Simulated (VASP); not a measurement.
**HfO2: relaxation of cell and atoms with r2SCAN**

HfO2:

```xyz
3
Lattice="0.0000 2.5575 2.5575 2.5575 0.0000 2.5575 2.5575 2.5575 0.0000" Properties=species:S:1:pos:R:3 pbc="T T T"
Hf    0.0000    0.0000    0.0000
O     1.2788    1.2788    1.2788
O     3.8363    3.8363    3.8363
```

```
Program                : VASP 6.6.1
Task                   : relaxation of cell and atoms
Functional             : r2SCAN
Potentials or basis    : VASP PAW PBE potentials, release 64 (Hf_pv, O)
Cutoff                 : 600 eV
k mesh                 : 8 × 8 × 8
Occupations            : fermi-dirac, width 0.01 eV
Spin                   : no spin polarisation
Target pressure        : 10 GPa
Dipole correction      : no
Further INCAR settings : ALGO = Normal; EDIFF = 1e-06; IBRION = 2; EDIFFG = -0.05; NSW = 80; ISIF = 3
```

* Relaxed volume: 10.27 Å³/atom
* Relaxed cell: a = 3.519 Å, b = 3.519 Å, c = 3.519 Å, α = 60.00°, β = 60.00°, γ = 60.00°
* Space group after relaxing (to 0.1 Å): Fm-3m (No. 225)
* Energy change on relaxing (the run minimises the enthalpy): -11.0 meV/atom
* Ionic steps: 4
* Pressure after relaxing: 9.9 GPa
* Band gap on the k mesh: 4.46 eV

The path:
```
step  energy change (eV)  largest force (eV/Å)  pressure (GPa)  volume (Å³)
   1              0.0000                0.0000          -12.34        33.46
   2              1.0183                0.0000           76.10        26.48
   3             -0.0393                0.0000            8.69        30.92
   4             -0.0331                0.0000            9.86        30.81
```

Final structure:
```cif
data_structure
_symmetry_space_group_name_H-M 'P 1'
_symmetry_Int_Tables_number 1
_cell_length_a 3.5189
_cell_length_b 3.5189
_cell_length_c 3.5189
_cell_angle_alpha 60.000
_cell_angle_beta 60.000
_cell_angle_gamma 60.000
_cell_volume 30.81
loop_
_atom_site_label
_atom_site_type_symbol
_atom_site_fract_x
_atom_site_fract_y
_atom_site_fract_z
_atom_site_occupancy
Hf1 Hf 0.00000 0.00000 0.00000 1
O1 O 0.25000 0.25000 0.25000 1
O2 O 0.75000 0.75000 0.75000 1
```

Levels at points of the mesh, in eV from the valence-band top:
```
           k point  band 7  band 8  band 9  band 10  band 11  band 12  band 13  band 14  band 15
(0.00, 0.00, 0.00)   -5.80   -5.80   -0.66    -0.66    -0.66     4.55     4.55     6.93    11.74
(0.50, 0.00, 0.00)   -4.67   -3.15   -2.93    -1.96    -1.96     5.32     5.32     8.05     9.82
(0.50, 0.50, 0.00)   -3.71   -3.71   -1.65    -1.65     0.00     4.46     6.33     7.72     9.19
```

Wall time 3.9 min on 1 thread of Intel(R) Xeon(R) Platinum 8375C CPU @ 2.90GHz (Ice Lake) (shared host), peak memory 0.19 GiB.

Caveat: the cell is relaxed towards a set pressure, so the run minimises the enthalpy, not the energy; the PAW data sets were made with another functional, which shifts forces and pressure a little; spin-orbit coupling is left out, which moves the levels of the heavy elements. r2SCAN opens gaps a little over a GGA but as a rule still falls short of measured ones.
